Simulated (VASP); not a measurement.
Wanted: the native input for a VASP 6.6.1 run.

```yaml
Task: single point
Functional: PBE
Potentials_or_basis: VASP PAW PBE potentials, release 64 (Si, W_sv)
Cutoff: 520 eV
k_mesh: 1 × 1 × 1, shifted
Occupations: fermi-dirac, width 0.2197 eV
Spin: no spin polarisation
Dipole_correction: no
Further_INCAR_settings: LREAL = Auto; ALGO = Normal; EDIFF = 1e-06; NBANDS = 111; ISYM = 0
```

The structure of Si5W3 lies in POSCAR:

```
Si5W3
1.0
    7.2041990000     -0.0818820000      0.0070510000
   -0.0818820000      7.4902340000      0.1623590000
    0.0070510000      0.1623590000      7.4951860000
Si W
15 9
Direct
    0.7075938462      0.8894770972      0.3014160214
    1.0683877233      0.7397370420      0.8087336100
    0.1996399735      0.6870979309      0.5051560836
    0.1233499365      0.1873187915      0.3169122645
    0.9262196296      0.0592471170      0.8110541783
    0.6330134299      0.7273552090      0.0555355074
    0.3674384347      0.9066846014      0.4259743236
    0.5591021183      0.9510906599      0.6627831041
    0.3897570400      0.9938772505      0.9794893558
    1.0257961418      0.9008825797      0.0739651713
    0.2376664192      0.2609843229     -0.0001789068
    0.6592407545      0.2028481324      1.0557405078
    0.1346655472      0.4271721288      0.4752953741
    0.6838396665      0.6331488078      0.7747056363
    0.8730517953      0.4105015615      0.2562498768
    0.1913166295      0.5654333336      0.0932834537
    0.4705979588      0.5480337389      0.3721109261
    0.9578205436     -0.0434425498      0.4909991155
    0.3449766663      0.5406432213      0.7531405194
    0.8685443961      0.6123990274      0.4732360744
   -0.0377775427      0.4178767317      0.8510165486
    0.6660172635      0.2500672814      0.6986392651
    0.2825743041      0.1940339886      0.7000952884
    0.5036418975      0.1694727625      0.3619790613
```

These files were run (other wordings do the same):

INCAR

```
SYSTEM = Si5W3
PREC     = Accurate       ! precision mode
ENCUT    = 520            ! plane-wave cutoff, eV
EDIFF    = 1E-6           ! SCF threshold, eV
ISMEAR   = -1             ! smearing method
SIGMA    = 0.2197         ! smearing width, eV
LREAL    = Auto         
LASPH    = .TRUE.         ! aspherical terms in the spheres
NELM     = 80             ! most SCF steps
ALGO     = Normal         ! electronic algorithm
ISIF     = 2              ! what is computed and relaxed
LWAVE    = .FALSE.        ! write WAVECAR
LCHARG   = .TRUE.         ! write CHGCAR
GGA      = PE             ! functional
LELF     = .TRUE.         ! ELF
LVHAR    = .TRUE.       
ISYM     = 0            
NBANDS   = 111            ! bands
```

KPOINTS

```
Automatic mesh
0
Gamma
  1 1 1
  0.25 0.25 0.25
```

Potentials or basis: VASP PAW PBE potentials, release 64 (Si, W_sv).

The run is started by

```sh
$ cat potpaw_PBE.64/Si/POTCAR potpaw_PBE.64/W_sv/POTCAR > POTCAR
$ mpirun -np 1 vasp_std > vasp.out
```

It gave:

| Property | Result |
| --- | --- |
| Pressure | 0.5 GPa |
| Largest force | 4.552 eV/Å |

Caveat: the k points lie up to 0.87 Å⁻¹ apart, too coarse for converged energies, forces and pressures; the atoms stand as in a frame of molecular dynamics.

Wall time 89 s on 1 thread of Intel(R) Xeon(R) Platinum 8559C (Emerald Rapids) (shared host), peak memory 0.4 GiB.
